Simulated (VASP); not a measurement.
Mg: single point with BLYP

The system is Mg.

```xyz
1
Lattice="3.1715 0.0000 0.0000 0.0000 3.1715 0.0000 0.0000 0.0000 3.1715" Properties=species:S:1:pos:R:3 pbc="T T T"
Mg    0.0000    0.0000    0.0000
```

This cell differs from its parent crystal: volume scaled by 1.08.

```json
{"Program": "VASP 6.6.1", "Task": "single point", "Functional": "BLYP", "Potentials or basis": "VASP PAW PBE potentials, release 64 (Mg)", "Cutoff": "520 eV", "k mesh": "11 × 11 × 11", "Occupations": "fermi-dirac, width 0.1 eV", "Spin": "no spin polarisation"}
```

The pressure is -1.1 GPa and the band gap on the k mesh is zero (band 1 reaches 4.45 eV, above the bottom of band 2 at 0.40 eV).

Levels at points of the mesh, in eV from the Fermi level:
```
           k point  band 1  band 2  band 3  band 4  band 5
(0.00, 0.00, 0.00)   -5.63    7.59    7.59    8.42    8.42
```

Run time: 9.3 s on 1 thread of Intel(R) Xeon(R) Platinum 8375C CPU @ 2.90GHz (Ice Lake) (shared host), peak memory 0.14 GiB.

Caveat: the PAW data sets were made with another functional, which shifts forces and pressure a little.
